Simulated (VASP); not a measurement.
The system is Sr4HfO.

```xyz
6
Lattice="4.8378 0.0000 0.0000 -2.4189 4.1897 0.0000 0.0000 0.0000 7.8765" Properties=species:S:1:pos:R:3 pbc="T T T"
Sr    0.0000    2.7931    2.3407
Sr    2.4189    1.3966    2.3407
Sr    2.4189    1.3966    5.5358
Sr    0.0000    2.7931    5.5358
Hf    0.0000    0.0000    3.9382
O     0.0000    0.0000    0.0000
```

The cell was built from a structure type or drawn by symmetry, and may not be a known phase.

| Quantity | Value |
| --- | --- |
| Program | VASP 6.6.1 |
| Task | relaxation of cell and atoms |
| Functional | PBE |
| Potentials or basis | VASP PAW PBE potentials, release 64 (Sr_sv, Hf_pv, O) |
| Cutoff | 600 eV |
| k mesh | 6 × 6 × 2 |
| Occupations | gaussian, width 0.1 eV |
| Spin | no spin polarisation |

At the start: pressure 14.1 GPa; volume 26.61 Å³/atom.

Where does the relaxation end?

Over 12 steps the energy falls by 759.1 meV/atom and the volume is 33.62 Å³/atom (+26.4 %); space group P6/mmm (No. 191, to 0.1 Å) before and after.

Step by step:
```
step  energy change (eV)  largest force (eV/Å)  pressure (GPa)  volume (Å³)
   1              0.0000                2.5330           14.09       159.65
   2             -3.6794                0.5038            0.54       219.29
   3             -3.7738                0.0840           -1.95       248.18
   4             -3.8098                0.1989           -1.25       238.48
   5             -4.1165                0.3282           -1.20       231.34
   6             -4.3280                0.5065           -1.01       222.62
   7             -4.1471                0.9295           -0.27       203.15
   8             -4.3633                0.6524           -0.84       217.28
   9             -4.5015                0.4142           -0.15       206.30
  10             -4.5387                0.1439            0.66       196.03
  11             -4.5397                0.1828            0.55       197.35
  12             -4.5545                0.0120           -0.02       201.74
```

Final structure:
```
Sr Hf O
1.0
     5.83815    0.00000    0.00000
    -2.91907    5.05598    0.00000
     0.00000    0.00000    6.83461
Sr Hf O
4 1 1
Direct
  0.33333 0.66667 0.25530
  0.66667 0.33333 0.25530
  0.66667 0.33333 0.74470
  0.33333 0.66667 0.74470
  0.00000 0.00000 0.50000
  0.00000 0.00000 0.00000
```

Caveat: the k points lie up to 0.46 Å⁻¹ apart in the final cell, too coarse for converged energies and pressures of a metal; the volume moved by over 15 % at a fixed basis, so the end points are rough.
